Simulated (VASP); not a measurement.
**KI: single point with PBE**

The system is KI.

```
K I
1.0
     0.00000    3.54429    3.47340
     3.54429    0.00000    3.47340
     3.54429    3.54429    0.00000
K I
1 1
Direct
  0.00000 0.00000 0.00000
  0.50000 0.50000 0.50000
```

This cell differs from its parent crystal: uniaxial z strain -2.0%.

```json
{
 "Program": "VASP 6.6.1",
 "Task": "single point",
 "Functional": "PBE",
 "Potentials or basis": "VASP PAW PBE potentials, release 64 (K_sv, I)",
 "Cutoff": "520 eV",
 "k mesh": "6 × 6 × 6",
 "Occupations": "fermi-dirac, width 0.02 eV",
 "Spin": "no spin polarisation"
}
```

* Pressure: 0.8 GPa
* Band gap on the k mesh: 3.98 eV, direct

Stress tensor (GPa, compression positive):
```
0.57 0.00 0.00
0.00 0.57 0.00
0.00 0.00 1.17
```

Levels at points of the mesh, in eV from the valence-band top:
| k point | band 4 | band 5 | band 6 | band 7 | band 8 | band 9 | band 10 | band 11 | band 12 | band 13 |
| --- | --- | --- | --- | --- | --- | --- | --- | --- | --- | --- |
| (0.00, 0.00, 0.00) | -11.98 | -10.52 | -0.01 | -0.01 | 0.00 | 3.98 | 6.45 | 6.45 | 6.57 | 7.17 |
| (0.50, 0.00, 0.00) | -11.98 | -10.23 | -1.35 | -0.35 | -0.35 | 5.53 | 7.74 | 8.08 | 8.24 | 8.72 |
| (0.50, 0.50, 0.00) | -12.00 | -10.37 | -1.00 | -0.40 | -0.40 | 4.90 | 5.79 | 8.14 | 8.75 | 8.91 |
| (0.50, 0.00, 0.50) | -11.99 | -10.38 | -1.02 | -0.38 | -0.35 | 4.92 | 5.79 | 8.09 | 8.75 | 8.83 |

Run time: 42 s on 1 thread of Intel(R) Xeon(R) Platinum 8259CL CPU @ 2.50GHz (Skylake/Cascade Lake), on a shared host, peak memory 0.25 GiB.

Caveat: the cell differs from its parent crystal (uniaxial z strain -2.0%); spin-orbit coupling is left out, which moves the levels of the heavy elements.
